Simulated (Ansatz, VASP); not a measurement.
## One calculation of Ge, two programs

```xyz
1
Lattice="-1.6810 1.6810 1.6810 1.6810 -1.6810 1.6810 1.6810 1.6810 -1.6810" Properties=species:S:1:pos:R:3 pbc="T T T"
Ge    0.0000    0.0000    0.0000
```

Alike in both runs: task relaxation of cell and atoms; functional PBE; k mesh 17 × 17 × 17; occupations fermi-dirac, width 0.05 eV; no spin polarisation.

|  | VASP | Ansatz |
| --- | --- | --- |
| version | VASP 6.6.1 | Ansatz 0.2.0 |
| potentials or method | VASP PAW PBE potentials, release 64 (Ge_d) | PAW with Ansatz's default frozen-core files, scalar-relativistic |
| plane-wave cutoff (eV) | 600 | 420 |
| valence electrons in the cell | 14 | 14 |

|  | VASP | Ansatz | Ansatz less VASP |
| --- | --- | --- | --- |
| relaxed volume (Å³/atom) | 19.18 | 19.14 | -0.037 |
| relaxed length of the cell vector where the two differ most in proportion (Å) | 2.921 | 2.919 | -0.0019 |
